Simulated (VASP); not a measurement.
Here is a VASP 6.6.1 calculation.

INCAR

```
SYSTEM = HfTi2Si2
  ALGO = Normal
  EDIFF = 1E-7
  ENCUT = 520
  GGA = PE
  ISIF = 2
  ISMEAR = 0
  LASPH = .True.
  LCHARG = .False.
  LREAL = .False.
  LWAVE = .False.
  NBANDS = 29
  NELM = 100
  PREC = Accurate
  SIGMA = 0.1
```

Contents of KPOINTS:

```
k-points
0
Gamma
  6 6 4
  0 0 0
```

POSCAR

```
HfTi2Si2
1.0
    3.5738291700      0.0000000000      0.0000000000
    0.0000000000      3.5738291700      0.0000000000
    0.0000000000      0.0000000000      6.7051837700
Hf Ti Si
1 2 2
Direct
    0.0000000000      0.0000000000      0.0000000000
    0.0000000000      0.0000000000      0.3063413700
    0.0000000000      0.0000000000      0.6936586300
    0.5000000000      0.5000000000      0.0000000000
    0.5000000000      0.5000000000      0.5000000000
```

Potentials or basis: VASP PAW PBE potentials, release 64 (Hf_pv, Ti_sv, Si).

Launch:

```console
$ cat potpaw_PBE.64/Hf_pv/POTCAR potpaw_PBE.64/Ti_sv/POTCAR potpaw_PBE.64/Si/POTCAR > POTCAR
$ mpirun -np 1 vasp_std > vasp.out
```

Task: Estimate the pressure.

Result: 15.7 GPa.

Task: Estimate the largest force.

Result: 6.541 eV/Å.

Stress tensor (GPa, compression positive):
```
 0.16  0.00  0.00
 0.00  0.16  0.00
 0.00  0.00 46.66
```

Caveat: atoms lie so close that the PAW spheres overlap strongly, which falsifies energies and pressures; the cell stands under pressure; forces of over 1 eV/Å act on the atoms, so gaps and moduli don't describe the material at rest.
